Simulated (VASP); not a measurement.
CdS (Hawleyite): single point with PBE

CdS (Hawleyite):

```
Cd S
1.0
     0.00000    2.91650    2.91650
     2.91650    0.00000    2.91650
     2.91650    2.91650    0.00000
Cd S
1 1
Direct
  0.00201 0.96629 0.01179
  0.70492 0.75794 0.76572
```

* Program: VASP 6.6.1
* Task: single point
* Functional: PBE
* Potentials or basis: VASP PAW PBE potentials, release 64 (Cd, S)
* Cutoff: 520 eV
* k mesh: 5 × 5 × 5
* Occupations: fermi-dirac, width 0.025 eV
* Spin: no spin polarisation

```
Pressure               : 4.1 GPa
Largest force          : 1.165 eV/Å
Band gap on the k mesh : 1.15 eV, direct
```

Forces in eV/Å, atoms in the order of the input:
```
Cd   0.776 -0.745 -0.446
S   -0.776  0.745  0.446
```

Stress tensor (GPa, compression positive):
```
 3.92 -1.50 -3.23
-1.50  3.98  3.39
-3.23  3.39  4.54
```

Levels at points of the mesh, in eV from the valence-band top:
```csv
k point,band 7,band 8,band 9,band 10,band 11,band 12
"(0.00, 0.00, 0.00)",-0.14,-0.02,0.00,1.15,6.47,6.53
```

Run time: 32 s on 1 thread of Intel(R) Xeon(R) Platinum 8259CL CPU @ 2.50GHz (Skylake/Cascade Lake), with other jobs on the host, peak memory 0.2 GiB.

Caveat: forces of over 1 eV/Å act on the atoms, so gaps and moduli don't describe the material at rest.
